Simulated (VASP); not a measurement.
The system is BN.

```
CELL_PARAMETERS angstrom
0.00000 1.80750 1.80750
1.80750 0.00000 1.80750
1.80750 1.80750 0.00000
ATOMIC_POSITIONS crystal
B 0.00000 0.00000 0.00000
N 0.75000 0.75000 0.75000
```

Base run:

* Program: VASP 6.6.1
* Functional: r2SCAN
* Potentials or basis: VASP PAW PBE potentials, release 64 (B, N)
* Cutoff: 520 eV
* k mesh: 11 × 11 × 11
* Occupations: fermi-dirac, width 0.02 eV
* Spin: no spin polarisation

Its results: band gap on the k mesh 5.08 eV, indirect (least direct gap 9.53 eV); pressure -0.6 GPa.

Task: The run is repeated on the same cell with these changes: functional from r2SCAN to PBE. What comes out?

Result: Band gap on the k mesh 4.56 eV, indirect (least direct gap 8.82 eV); pressure 3.3 GPa.

r2SCAN gives the wider gap, since meta-GGAs in the generalised Kohn-Sham scheme recover part of the derivative discontinuity.

Caveats: the PAW data sets were made with another functional, which shifts forces and pressure a little (some runs).

A k mesh can miss the band edges.
